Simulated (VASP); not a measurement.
# C (Fd-3m) in VASP: a series of runs

Runs on C. Level: r2SCAN+rVV10. Tasks: single point.

All numbers are computed with VASP 6.6.1; they aren't measurements. Logs are shortened: lines on timing, memory, paths and dates and some standing lists are left out, and cuts for length are marked.

**1. The cell of the first run**

The structure is cubic, space group Fd-3m (No. 227). Conventional cell: a = 3.560 Å, b = 3.560 Å, c = 3.560 Å, α = 90.00°, β = 90.00°, γ = 90.00°. Within 2.1 Å of C (site symmetry -43m) lie 4 C at 1.54 Å.

**2. Single point, r2SCAN+rVV10**

The input, POSCAR:

```
C
1.0
    0.0000000000      1.7800000000      1.7800000000
    1.7800000000      0.0000000000      1.7800000000
    1.7800000000      1.7800000000      0.0000000000
C
2
Direct
    0.0000000000      0.0000000000      0.0000000000
    0.2500000000      0.2500000000      0.2500000000
```

The input, INCAR.step1:

```
PREC     = Accurate       # precision mode
ENCUT    = 660            # plane-wave cutoff, eV
ISMEAR   = 0              # smearing method
SIGMA    = 0.1            # smearing width, eV
LREAL    = False          # projectors in reciprocal space
LASPH    = True           # aspherical terms in the spheres
NELM     = 120            # most SCF steps
NBANDS   = 11             # bands
GGA      = PE             # functional
ALGO     = Normal         # electronic algorithm
EDIFF    = 1E-5           # SCF threshold, eV
LWAVE    = True           # write WAVECAR
LCHARG   = False          # write CHGCAR
GGA_COMPAT= False
```

The input, INCAR.step2:

```
PREC     = Accurate       # precision mode
ENCUT    = 660            # plane-wave cutoff, eV
EDIFF    = 1E-6           # SCF threshold, eV
ISMEAR   = 0              # smearing method
SIGMA    = 0.1            # smearing width, eV
LREAL    = False          # projectors in reciprocal space
LASPH    = True           # aspherical terms in the spheres
NELM     = 120            # most SCF steps
ALGO     = Normal         # electronic algorithm
ISIF     = 2              # what is computed and relaxed
LWAVE    = False          # write WAVECAR
LCHARG   = False          # write CHGCAR
METAGGA  = R2SCAN         # meta-GGA
LMIXTAU  = True         
LUSE_VDW = True         
IVDW_NL  = 2            
BPARAM   = 11.95        
CPARAM   = 0.0093       
NBANDS   = 11             # bands
ISTART   = 1            
GGA_COMPAT= False
```

The input, KPOINTS:

```
regular mesh
0
Gamma
  8 8 8
```

Potentials or basis: VASP PAW PBE potentials, release 64 (C).

Started as:

```
$ cat potpaw_PBE.64/C/POTCAR > POTCAR
$ cp INCAR.step1 INCAR
$ mpirun -np 1 vasp_std > vasp.out
$ cp INCAR.step2 INCAR
$ mpirun -np 1 vasp_std > vasp.out
```

OUTCAR:

```text
PREC = Accurate
   ENCUT = 660
   EDIFF = 1E-6
   ISMEAR = 0
   LREAL = False
   LASPH = True
   NELM = 120
   ISIF = 2
   METAGGA = R2SCAN
   IVDW_NL = 2
   BPARAM = 11.95
   ISTART = 1

 ion  position               nearest neighbor table
   1  0.000  0.000  0.000-   2 1.54   2 1.54   2 1.54   2 1.54
   2  0.250  0.250  0.250-   1 1.54   1 1.54   1 1.54   1 1.54

  LATTYP: Found a face centered cubic cell.
 ALAT       =     3.5600000000

  Lattice vectors:

 A1 = (   0.0000000000,   1.7800000000,   1.7800000000)
 A2 = (   1.7800000000,   0.0000000000,   1.7800000000)
 A3 = (   1.7800000000,   1.7800000000,   0.0000000000)

Analysis of symmetry for initial positions (statically):
=====================================================================
 Subroutine PRICEL returns:
 Original cell was already a primitive cell.

 Routine SETGRP: Setting up the symmetry group for a
 face centered cubic supercell.

 Subroutine GETGRP returns: Found 48 space group operations
 (whereof 24 operations were pure point group operations)
 out of a pool of 48 trial point group operations.

The static configuration has the point symmetry T_d .
 The point group associated with its full space group is O_h .

Analysis of symmetry for dynamics (positions and initial velocities):
=====================================================================
 Subroutine PRICEL returns:
 Original cell was already a primitive cell.

 Routine SETGRP: Setting up the symmetry group for a
 face centered cubic supercell.

 Subroutine GETGRP returns: Found 48 space group operations
 (whereof 24 operations were pure point group operations)
 out of a pool of 48 trial point group operations.

The dynamic configuration has the point symmetry T_d .
 The point group associated with its full space group is O_h .

 Subroutine INISYM returns: Found 48 space group operations
 (whereof 24 operations are pure point group operations),
 and found     1 'primitive' translations

----------------------------------------------------------------------------------------

                                     Primitive cell

  volume of cell :      11.2795

  direct lattice vectors                    reciprocal lattice vectors
     0.000000000  1.780000000  1.780000000    -0.280898876  0.280898876  0.280898876
     1.780000000  0.000000000  1.780000000     0.280898876 -0.280898876  0.280898876
     1.780000000  1.780000000  0.000000000     0.280898876  0.280898876 -0.280898876

  length of vectors
     2.517300141  2.517300141  2.517300141     0.486531126  0.486531126  0.486531126

  position of ions in fractional coordinates (direct lattice)
     0.000000000  0.000000000  0.000000000
     0.250000000  0.250000000  0.250000000

  ion indices of the primitive-cell ions
   primitive index   ion index
                 1           1
                 2           2

----------------------------------------------------------------------------------------

 KPOINTS: regular mesh

Automatic generation of k-mesh.
 Grid dimensions read from file:
 generate k-points for:    8    8    8

 Generating k-lattice:

  Cartesian coordinates                     Fractional coordinates (reciprocal lattice)
    -0.035112360  0.035112360  0.035112360     0.125000000  0.000000000  0.000000000
     0.035112360 -0.035112360  0.035112360     0.000000000  0.125000000  0.000000000
     0.035112360  0.035112360 -0.035112360     0.000000000  0.000000000  0.125000000

  Length of vectors
     0.060816391  0.060816391  0.060816391

  Shift w.r.t. Gamma in fractional coordinates (k-lattice)
     0.000000000  0.000000000  0.000000000

 Subroutine IBZKPT returns following result:
 ===========================================

 Found     29 irreducible k-points:

 Following reciprocal coordinates:
            Coordinates               Weight
  0.000000  0.000000  0.000000      1.000000
  0.125000  0.000000  0.000000      8.000000
  0.250000  0.000000  0.000000      8.000000
  0.375000  0.000000  0.000000      8.000000
  0.500000  0.000000  0.000000      4.000000
  0.125000  0.125000  0.000000      6.000000
[... 16 lines left out ...]
  0.500000  0.250000  0.125000     48.000000
 -0.375000  0.250000  0.125000     24.000000
 [... further k-points ...]
   k-points           NKPTS =     29   k-points in BZ     NKDIM =     29   number of bands    NBANDS=     11
   number of dos      NEDOS =    301   number of ions     NIONS =      2
   total plane-waves  NPLWV =  13824
   dimension x,y,z NGX =    24 NGY =   24 NGZ =   24
   dimension x,y,z NGXF=    48 NGYF=   48 NGZF=   48
   ions per type =               2
   NGX,Y,Z   is equivalent  to a cutoff of  15.85, 15.85, 15.85 a.u.
   NGXF,Y,Z  is equivalent  to a cutoff of  31.70, 31.70, 31.70 a.u.
 SYSTEM =  unknown system
   PREC   = accura    normal or accurate (medium, high low for compatibility)
   ISTART =      1    job   : 0-new  1-cont  2-samecut
   ICHARG =      0    charge: 1-file 2-atom 10-const
   ISPIN  =      1    spin polarized calculation?
   LNONCOLLINEAR =      F non collinear calculations
   LSORBIT =      F    spin-orbit coupling
   LASPH  =      T    aspherical Exc in radial PAW
   ENCUT  =  660.0 eV  48.51 Ry    6.96 a.u.   5.27  5.27  5.27*2*pi/ulx,y,z
   NELM   =    120;   NELMIN=  2; NELMDL=  0     # of ELM steps
   EDIFF  = 0.1E-05   stopping-criterion for ELM
   LREAL  =      F    real-space projection
   EDIFFG = 0.1E-04   stopping-criterion for IOM
   NSW    =      0    number of steps for IOM
   IBRION =     -1    ionic relax: 0-MD 1-quasi-New 2-CG
   NFREE  =      0    steps in history (QN), initial steepest desc. (CG)
   ISIF   =      2    stress and relaxation
   ISYM   =      2    0-nonsym 1-usesym 2-fastsym
   POTIM  = 0.5000    time-step for ionic-motion
   TEBEG  =    0.0;   TEEND  =   0.0 temperature during run
   PSTRESS=    0.0 pullay stress
   NELECT =       8.0000    total number of electrons
   NUPDOWN=      -1.0000    fix difference up-down
   EMIN   =  10.00;   EMAX   =-10.00  energy-range for DOS
   EFERMI =   0.00;   METHOD = LEGACY
   ISMEAR =     0;   SIGMA  =   0.10  broadening in eV -4-tet -1-fermi 0-gaus
   EFERMI_NEDOS =   21; number of points for ismear=-14 and -15
   IALGO  =     38    algorithm
   IMIX   =      4    mixing-type and parameters
     AMIX     =   0.40;   BMIX     =  1.00
     AMIX_MAG =   1.60;   BMIX_MAG =  1.00
  volume/ion in A,a.u.               =       5.64        38.06
  Fermi-wavevector in a.u.,A,eV,Ry     =   1.459962  2.758928 29.000661  2.131488
  Thomas-Fermi vector in A             =   2.576467
   LORBIT       =      0    0 simple, 1 ext, 2 COOP (PROOUT), +10 PAW based schemes
   METAGGA = R2SCAN    functional components
   LHFCALC =     F    Hartree Fock is set to
   AEXX    =    0.0000 exact exchange contribution
   IVDW_NL    =     2    kernel type
   BPARAM     =11.9500
   IVDW    =     0    specifies the selected vdW correction
   LEPSILON=     F    determine dielectric tensor
   LRPA    =     F    only Hartree local field effects (RPA)
 non-spin polarized calculation
 Gauss-broadening in eV      SIGMA  =   0.10
  energy-cutoff  :      660.00
  volume of cell :       11.28
 maximum number of plane-waves:       445
 NGX is ok and might be reduce to    24
   NGX = 11   NGY = 11   NGZ = 11

 number of electron       8.0000000 magnetization

 Free energy of the ion-electron system (eV)
  ---------------------------------------------------
  ext. energy  EPLUGINS =         0.00000000
  ---------------------------------------------------
  free energy    TOTEN  =       -19.59204197 eV

  energy without entropy =      -19.59204197  energy(sigma->0) =      -19.59204197

 E-fermi :  10.3613     XC(G=0): -14.3200

 val. band max:        9.7991518847   @ k =   0.0000   0.0000   0.0000
 cond. band min:      14.1087546963   @ k =   0.3750   0.3750   0.0000
 fundamental gap:      4.3096028116
 Fermi energy:        10.3612515723

 k-point     1 :       0.0000    0.0000    0.0000
  band No.  band energies     occupation
      1     -12.9898      2.00000
      2       9.7992      2.00000
      3       9.7992      2.00000
      4       9.7992      2.00000
      5      15.6439      0.00000
      6      15.6439      0.00000
      7      15.6439      0.00000
      8      23.7441      0.00000
      9      30.1920      0.00000
     10      37.2382      0.00000
     11      37.2382      0.00000

 k-point     2 :       0.1250    0.0000    0.0000
  band No.  band energies     occupation
      1     -12.5367      2.00000
      2       7.2000      2.00000
      3       9.0973      2.00000
      4       9.0973      2.00000
      5      16.5673      0.00000
      6      16.5673      0.00000
      7      17.0254      0.00000
      8      24.1872      0.00000
      9      30.8964      0.00000
     10      34.1986      0.00000
     11      34.1986      0.00000

 k-point     3 :       0.2500    0.0000    0.0000
  band No.  band energies     occupation
      1     -11.1918      2.00000
      2       2.7578      2.00000
      3       7.9282      2.00000
      4       7.9282      2.00000
      5      17.9977      0.00000
      6      17.9977      0.00000
      7      18.3257      0.00000
      8      25.3048      0.00000
      9      31.7046      0.00000
     10      33.1054      0.00000
     11      33.1054      0.00000

 k-point     4 :       0.3750    0.0000    0.0000
  band No.  band energies     occupation
      1      -9.0331      2.00000
      2      -1.5483      2.00000
      3       7.0950      2.00000
      4       7.0950      2.00000
      5      18.6174      0.00000
      6      18.6174      0.00000
      7      18.8544      0.00000
      8      26.2562      0.00000
      9      32.1901      0.00000
     10      34.8924      0.00000
     11      34.8924      0.00000
[... 239 lines left out ...]
 k-point    22 :       0.3750    0.2500    0.1250
  band No.  band energies     occupation
      1     -10.0110      2.00000
      2       2.8118      2.00000
      3       3.9452      2.00000
      4       6.7063      2.00000
      5      16.6981      0.00000
      6      20.4031      0.00000
      7      22.0803      0.00000
      8      22.1403      0.00000
      9      31.5230      0.00000
     10      32.7073      0.00000
     11      36.7049      0.00000

 k-point    23 :       0.5000    0.2500    0.1250
  band No.  band energies     occupation
      1      -7.8935      2.00000
      2      -0.6967      2.00000
      3       3.1013      2.00000
      4       5.4467      2.00000
      5      18.1833      0.00000
      6      19.9517      0.00000
      7      22.8628      0.00000
      8      23.9514      0.00000
      9      31.1838      0.00000
     10      33.3428      0.00000
     11      37.3130      0.00000

 k-point    24 :      -0.3750    0.2500    0.1250
  band No.  band energies     occupation
      1      -5.9288      2.00000
      2      -3.2951      2.00000
      3       3.0551      2.00000
      4       4.8107      2.00000
      5      18.5585      0.00000
      6      19.7071      0.00000
      7      23.6049      0.00000
      8      25.5970      0.00000
      9      29.1353      0.00000
     10      35.1919      0.00000
     11      37.4574      0.00000

 [... further k-points ...]
[... 5 lines left out ...]
  --------------------------------------------------------------------------------------
  -------------------------------------------------------------------------------------
  Total       -0.0458309     -0.0458309     -0.0458309     -0.0000000     -0.0000000      0.0000000
  in kB       -6.5099629     -6.5099629     -6.5099629     -0.0000000     -0.0000000      0.0000000
  external PRESSURE =      -6.5099629 kB  Pullay stress =       0.0000000 kB

 VOLUME and BASIS-vectors are now :
 -----------------------------------------------------------------------------
  energy-cutoff  :      660.00
  volume of cell :       11.28
      direct lattice vectors                 reciprocal lattice vectors
     0.000000000  1.780000000  1.780000000    -0.280898876  0.280898876  0.280898876
     1.780000000  0.000000000  1.780000000     0.280898876 -0.280898876  0.280898876
     1.780000000  1.780000000  0.000000000     0.280898876  0.280898876 -0.280898876

 POSITION                                       TOTAL-FORCE (eV/Angst)
 -----------------------------------------------------------------------------------
      0.00000      0.00000      0.00000         0.000000     -0.000000      0.000000
      0.89000      0.89000      0.89000        -0.000000      0.000000     -0.000000
 -----------------------------------------------------------------------------------
    total drift:                               -0.000000      0.000000      0.000000

  FREE ENERGIE OF THE ION-ELECTRON SYSTEM (eV)
  ---------------------------------------------------
  free  energy   TOTEN  =       -19.5920419692 eV

  energy  without entropy=      -19.5920419692  energy(sigma->0) =      -19.59204197
```

It took 62 s on 1 thread of Intel Xeon 8259CL, shared host; peak memory 0.21 GiB.

What came out:

| Property | Result |
| --- | --- |
| Free energy | -19.5920 eV |
| Pressure | -0.7 GPa |
| Band gap on the k mesh | 4.31 eV, indirect (least direct gap 5.84 eV) |

Caveat: the PAW data sets were made with another functional, which shifts forces and pressure a little. A k mesh can miss the band edges.

**3. Single point, r2SCAN+rVV10**

The input, POSCAR:

```
C
1.0
    0.0000000000      1.7789244160      1.7789244160
    1.7789244160      0.0000000000      1.7789244160
    1.7789244160      1.7789244160      0.0000000000
C
2
Direct
    0.0000000000      0.0000000000      0.0000000000
    0.2500000000      0.2500000000      0.2500000000
```

The input, INCAR.step1:

```
SYSTEM = C
  ALGO = Normal
  EDIFF = 1E-5
  ENCUT = 660
  GGA = PE
  GGA_COMPAT = .FALSE.
  ISMEAR = 0
  LASPH = .TRUE.
  LCHARG = .FALSE.
  LREAL = .FALSE.
  LWAVE = .TRUE.
  NBANDS = 11
  NELM = 120
  PREC = Accurate
  SIGMA = 0.02
```

The input, INCAR.step2:

```
SYSTEM = C
  ALGO = Normal
  BPARAM = 11.95
  CPARAM = 0.0093
  EDIFF = 1E-6
  ENCUT = 660
  GGA_COMPAT = .FALSE.
  ISIF = 2
  ISMEAR = 0
  ISTART = 1
  IVDW_NL = 2
  LASPH = .TRUE.
  LCHARG = .FALSE.
  LMIXTAU = .TRUE.
  LREAL = .FALSE.
  LUSE_VDW = .TRUE.
  LWAVE = .FALSE.
  METAGGA = R2SCAN
  NBANDS = 11
  NELM = 120
  PREC = Accurate
  SIGMA = 0.02
```

The input, KPOINTS:

```
k-points
0
G
  12 12 12
  0 0 0
```

Potentials or basis: VASP PAW PBE potentials, release 64 (C).

Started as:

```
$ cat potpaw_PBE.64/C/POTCAR > POTCAR
$ cp INCAR.step1 INCAR
$ mpirun -np 1 vasp_std > vasp.out
$ cp INCAR.step2 INCAR
$ mpirun -np 1 vasp_std > vasp.out
```

It took 90 s on 1 thread of Intel Xeon 8259CL, shared host; peak memory 0.21 GiB.

Results (log left out):

```yaml
Free_energy: -19.5929 eV
Pressure: 0.2 GPa
Band_gap_on_the_k_mesh: 4.33 eV, indirect (least direct gap 5.85 eV)
```

Levels at points of the mesh, in eV from the valence-band top:
| k point | band 1 | band 2 | band 3 | band 4 | band 5 | band 6 | band 7 | band 8 | band 9 |
| --- | --- | --- | --- | --- | --- | --- | --- | --- | --- |
| (0.00, 0.00, 0.00) | -22.81 | 0.00 | 0.00 | 0.00 | 5.85 | 5.85 | 5.85 | 13.99 | 20.42 |
| (0.50, 0.00, 0.00) | -16.82 | -14.15 | -3.00 | -3.00 | 8.90 | 8.90 | 9.22 | 16.73 | 23.26 |
| (0.50, 0.50, 0.00) | -13.65 | -13.65 | -6.71 | -6.71 | 4.98 | 4.98 | 17.99 | 17.99 | 24.73 |

Caveat: the PAW data sets were made with another functional, which shifts forces and pressure a little. r2SCAN opens gaps a little over a GGA but as a rule still falls short of measured ones.

**4. Single point, r2SCAN+rVV10**

POSCAR is that of step 3.

The input, INCAR.step1:

```
PREC     = Accurate       # precision mode
ENCUT    = 660            # plane-wave cutoff, eV
ISMEAR   = 0              # smearing method
SIGMA    = 0.02           # smearing width, eV
LREAL    = False          # projectors in reciprocal space
LASPH    = True           # aspherical terms in the spheres
NELM     = 120            # most SCF steps
NBANDS   = 11             # bands
GGA      = PE             # functional
ALGO     = Normal         # electronic algorithm
EDIFF    = 1E-5           # SCF threshold, eV
LWAVE    = True           # write WAVECAR
LCHARG   = False          # write CHGCAR
GGA_COMPAT= False
```

The input, INCAR.step2:

```
PREC     = Accurate       # precision mode
ENCUT    = 660            # plane-wave cutoff, eV
EDIFF    = 1E-6           # SCF threshold, eV
ISMEAR   = 0              # smearing method
SIGMA    = 0.02           # smearing width, eV
LREAL    = False          # projectors in reciprocal space
LASPH    = True           # aspherical terms in the spheres
NELM     = 120            # most SCF steps
ALGO     = Normal         # electronic algorithm
ISIF     = 2              # what is computed and relaxed
LWAVE    = False          # write WAVECAR
LCHARG   = True           # write CHGCAR
METAGGA  = R2SCAN         # meta-GGA
LMIXTAU  = True         
LUSE_VDW = True         
IVDW_NL  = 2            
BPARAM   = 11.95        
CPARAM   = 0.0093       
LELF     = True           # ELF
LVHAR    = True         
NBANDS   = 11             # bands
ISTART   = 1            
GGA_COMPAT= False
```

The input, KPOINTS:

```
regular mesh
0
Gamma
  12 12 12
```

Started as:

```
$ cat potpaw_PBE.64/C/POTCAR > POTCAR
$ cp INCAR.step1 INCAR
$ mpirun -np 1 vasp_std > vasp.out
$ cp INCAR.step2 INCAR
$ mpirun -np 1 vasp_std > vasp.out
```

Wall time 87 s (1 thread of Intel Xeon 8259CL, shared host); peak memory 0.21 GiB.

It converged, with:

```
Free energy            : -19.5929 eV
Pressure               : 0.2 GPa
Band gap on the k mesh : 4.33 eV, indirect (least direct gap 5.85 eV)
```

Levels at points of the mesh, in eV from the valence-band top:
```csv
k point,band 1,band 2,band 3,band 4,band 5,band 6,band 7,band 8,band 9
"(0.00, 0.00, 0.00)",-22.81,0.00,0.00,0.00,5.85,5.85,5.85,13.99,20.42
"(0.50, 0.00, 0.00)",-16.82,-14.15,-3.00,-3.00,8.90,8.90,9.22,16.73,23.26
"(0.50, 0.50, 0.00)",-13.65,-13.65,-6.71,-6.71,4.98,4.98,17.99,17.99,24.73
```

Caveat: the PAW data sets were made with another functional, which shifts forces and pressure a little.
